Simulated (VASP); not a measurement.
# AgRu2Au2: single point with PBE

AgRu2Au2, a sheet with vacuum:

```xyz
5
Lattice="4.4293 0.0000 0.0000 -2.2147 3.8359 0.0000 0.0000 0.0000 33.8036" Properties=species:S:1:pos:R:3 pbc="T T T"
Ag    0.0000    0.0000   10.0152
Ru    0.0000    2.5573   11.3610
Ru    2.2147    1.2786   11.3610
Au    0.0000    2.5573    8.6014
Au    2.2147    1.2786    8.6014
```

| Item | Value |
| --- | --- |
| Program | VASP 6.6.1 |
| Task | single point |
| Functional | PBE |
| Potentials or basis | VASP PAW PBE potentials, release 64 (Ag, Ru_pv, Au) |
| Cutoff | 520 eV |
| k mesh | 12 × 12 × 1 |
| Occupations | gaussian, width 0.1 eV |
| Spin | no spin polarisation |
| Dipole correction | yes |
| Further INCAR settings | ALGO = Normal; EDIFF = 1e-06; NBANDS = 38 |

- Largest force: 0.006 eV/Å

Forces on the atoms (eV/Å):
```
Ag   0.000  0.000  0.004
Ru   0.000  0.000 -0.006
Ru   0.000  0.000 -0.006
Au   0.000  0.000  0.004
Au   0.000  0.000  0.004
```

Levels at points of the mesh, in eV from the Fermi level:
```
           k point  band 26  band 27  band 28  band 29  band 30  band 31  band 32  band 33  band 34  band 35
(0.00, 0.00, 0.00)    -1.61    -1.61    -1.08    -1.00    -1.00    -0.01    -0.01     0.22     0.85     4.47
(0.50, 0.00, 0.00)    -1.99    -1.46    -1.15    -0.89    -0.71     0.43     0.44     0.81     0.84     2.15
```

It took 9.6 min on 1 thread of Intel(R) Xeon(R) Platinum 8488C (Sapphire Rapids), with other jobs on the host, peak memory 0.92 GiB.

Caveat: spin-orbit coupling is left out, which moves the levels of the heavy elements.
